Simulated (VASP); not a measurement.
## Mg3Te: relaxation of cell and atoms with PBE

Mg3Te:

```xyz
8
Lattice="4.6157 0.0000 0.0000 -2.3079 3.9973 0.0000 0.0000 0.0000 10.2725" Properties=species:S:1:pos:R:3 pbc="T T T"
Mg    0.0000    2.6649    1.3941
Mg    0.0000    2.6649    8.8784
Mg    2.3079    1.3324    8.8784
Mg    2.3079    1.3324    1.3941
Mg    0.0000    0.0000    0.0000
Mg    0.0000    0.0000    5.1362
Te    0.0000    0.0000    2.4004
Te    0.0000    0.0000    7.8720
```

```yaml
Program: VASP 6.6.1
Task: relaxation of cell and atoms
Functional: PBE
Potentials_or_basis: VASP PAW PBE potentials, release 64 (Mg, Te)
Cutoff: 600 eV
k_mesh: 6 × 6 × 2
Occupations: gaussian, width 0.1 eV
Spin: no spin polarisation
Dipole_correction: no
Further_INCAR_settings: ALGO = Normal; EDIFF = 1e-06; IBRION = 2; EDIFFG = -0.04; NSW = 90; ISIF = 3
```

The relaxed volume is 33.07 Å³/atom and the relaxed cell is a = 4.960 Å, b = 4.960 Å, c = 12.413 Å, α = 90.00°, β = 90.00°, γ = 120.00°. The space group after relaxing (to 0.05 Å) is P6/mmm (No. 191). The energy gained by relaxing is 528.1 meV/atom, the ionic steps are 25 and the pressure after relaxing is 0.0 GPa. The largest force after relaxing is 0.038 eV/Å and the band gap on the k mesh is zero (band 12 reaches 3.18 eV, above the bottom of band 13 at 2.06 eV).

Forces on the atoms (eV/Å):
```
Mg   0.000  0.000 -0.013
Mg   0.000  0.000  0.013
Mg   0.000  0.000  0.013
Mg   0.000  0.000 -0.013
Mg   0.000  0.000  0.000
Mg   0.000  0.000  0.000
Te   0.000  0.000 -0.038
Te   0.000  0.000  0.038
```

Stress tensor (GPa, compression positive):
```
-0.10  0.00  0.00
 0.00 -0.10  0.00
 0.00  0.00  0.16
```

The path:
| step | energy change (eV) | largest force (eV/Å) | pressure (GPa) | volume (Å³) |
| --- | --- | --- | --- | --- |
| 1 | 0.0000 | 4.0269 | 17.94 | 189.53 |
| 2 | -3.9705 | 0.4952 | -0.23 | 271.86 |
| 3 | -3.9711 | 0.4782 | -0.36 | 273.40 |
| 4 | -4.0176 | 0.4675 | -0.28 | 271.23 |
| 5 | -4.1206 | 0.2718 | 0.15 | 264.78 |
| 6 | -3.9979 | 0.4651 | 1.89 | 252.18 |
| 7 | -4.1374 | 0.1697 | 0.42 | 261.95 |
| 8 | -4.1393 | 0.1203 | 0.57 | 260.67 |
| 9 | -4.1730 | 0.0819 | 0.08 | 265.75 |
| 10 | -4.1768 | 0.0739 | -0.15 | 268.31 |
| 11 | -4.1820 | 0.0686 | -0.05 | 266.76 |
| 12 | -4.1858 | 0.0757 | 0.13 | 264.03 |
| 13 | -4.1918 | 0.0751 | 0.00 | 265.45 |
| 14 | -4.2062 | 0.1095 | -0.40 | 269.71 |
| 15 | -4.1625 | 0.0739 | -1.10 | 278.26 |
| 16 | -4.2085 | 0.0861 | -0.51 | 270.97 |
| 17 | -4.2096 | 0.0773 | -0.52 | 270.96 |
| 18 | -4.2120 | 0.0482 | -0.54 | 270.93 |
| 19 | -4.2127 | 0.0185 | -0.55 | 270.87 |
| 20 | -4.2131 | 0.0105 | -0.55 | 270.89 |
| 21 | -4.2157 | 0.0109 | -0.48 | 270.07 |
| 22 | -4.2215 | 0.0193 | -0.27 | 267.59 |
| 23 | -4.2229 | 0.0696 | 0.18 | 262.69 |
| 24 | -4.2240 | 0.0482 | -0.02 | 264.70 |
| 25 | -4.2245 | 0.0377 | -0.01 | 264.53 |

Final structure:
```
CELL_PARAMETERS angstrom
4.96048 0.00000 0.00000
-2.48024 4.29590 0.00000
0.00000 0.00000 12.41341
ATOMIC_POSITIONS crystal
Mg 0.33333 0.66667 0.13118
Mg 0.33333 0.66667 0.86882
Mg 0.66667 0.33333 0.86882
Mg 0.66667 0.33333 0.13118
Mg 0.00000 0.00000 0.00000
Mg 0.00000 0.00000 0.50000
Te 0.00000 0.00000 0.28302
Te 0.00000 0.00000 0.71698
```

Levels at points of the mesh, in eV from the Fermi level:
```csv
k point,band 8,band 9,band 10,band 11,band 12,band 13,band 14,band 15,band 16,band 17
"(0.00, 0.00, 0.00)",-1.77,-1.77,-0.94,-0.33,0.85,0.85,1.14,1.67,1.69,2.05
"(0.50, 0.00, 0.00)",-2.64,-2.48,-2.30,-0.33,-0.19,-0.07,-0.04,0.81,1.29,2.06
"(0.00, 0.00, 0.50)",-1.83,-1.82,-1.82,0.27,0.86,0.86,1.36,1.60,1.74,2.04
"(0.50, 0.00, 0.50)",-2.44,-2.36,-2.01,-0.76,-0.74,0.00,0.04,1.29,1.79,1.82
```

Wall time 9.4 min on 1 thread of Intel(R) Xeon(R) 6975P-C (Granite Rapids) (shared host), peak memory 0.4 GiB.

Caveat: the volume moved by over 15 % at a fixed basis, so the end points are rough; spin-orbit coupling is left out, which moves the levels of the heavy elements.
